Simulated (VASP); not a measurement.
Set up this calculation in VASP 6.6.1, as the native input.

```yaml
Task: single point
Functional: HSE06
Potentials_or_basis: VASP PAW PBE potentials, release 64 (Cd, Te)
Cutoff: 520 eV
k_mesh: 4 × 4 × 4
Occupations: gaussian, width 0.01 eV
Spin: no spin polarisation
Dipole_correction: no
Grid_for_exact_exchange_PRECFOCK: Normal
Further_INCAR_settings: ALGO = Normal; EDIFF = 1e-06; NBANDS = 16
Screening_parameter: 0.2079 1/Å
```

Crystal: CdTe.

```
CELL_PARAMETERS angstrom
0.00000 3.26388 3.26388
3.26388 0.00000 3.26388
3.26388 3.26388 0.00000
ATOMIC_POSITIONS crystal
Cd 0.00000 0.00000 0.00000
Te 0.25000 0.25000 0.25000
```

This cell differs from its parent crystal: strain -0.5%.

These files were run (other wordings do the same):

POSCAR

```
CdTe
1.0
    0.0000000000      3.2638833358      3.2638833358
    3.2638833358      0.0000000000      3.2638833358
    3.2638833358      3.2638833358      0.0000000000
Cd Te
1 1
Direct
    0.0000000000      0.0000000000      0.0000000000
    0.2500000000      0.2500000000      0.2500000000
```

INCAR.step1

```
PREC = Accurate
ENCUT = 520
EDIFF = 1E-5
ISMEAR = 0
SIGMA = 0.01
LREAL = F
LASPH = T
NELM = 60
ALGO = Normal
ISIF = 2
LWAVE = T
LCHARG = F
GGA = PE
NBANDS = 16
```

INCAR.step2

```
PREC = Accurate
ENCUT = 520
EDIFF = 1E-6
ISMEAR = 0
SIGMA = 0.01
LREAL = F
LASPH = T
NELM = 60
ALGO = Normal
ISIF = 2
LWAVE = F
LCHARG = F
GGA = PE
LHFCALC = T
HFSCREEN = 0.2079
PRECFOCK = Normal
ISTART = 1
NBANDS = 16
```

KPOINTS

```
Automatic mesh
0
Gamma
  4 4 4
```

Potentials or basis: VASP PAW PBE potentials, release 64 (Cd, Te).

Command:

```bash
$ cat potpaw_PBE.64/Cd/POTCAR potpaw_PBE.64/Te/POTCAR > POTCAR
$ cp INCAR.step1 INCAR
$ mpirun -np 1 vasp_std > vasp.out
$ cp INCAR.step2 INCAR
$ mpirun -np 1 vasp_std > vasp.out
```

It gave:

| Item | Value |
| --- | --- |
| Pressure | 0.8 GPa |
| Band gap on the k mesh | 1.49 eV, direct |

Caveat: the cell differs from its parent crystal (strain -0.5%); the PAW data sets were made with another functional, which shifts forces and pressure a little; spin-orbit coupling is left out, which moves the levels of the heavy elements.

Run time: 9.7 min on 1 thread of Intel(R) Xeon(R) 6975P-C (Granite Rapids) (shared host), peak memory 0.31 GiB.
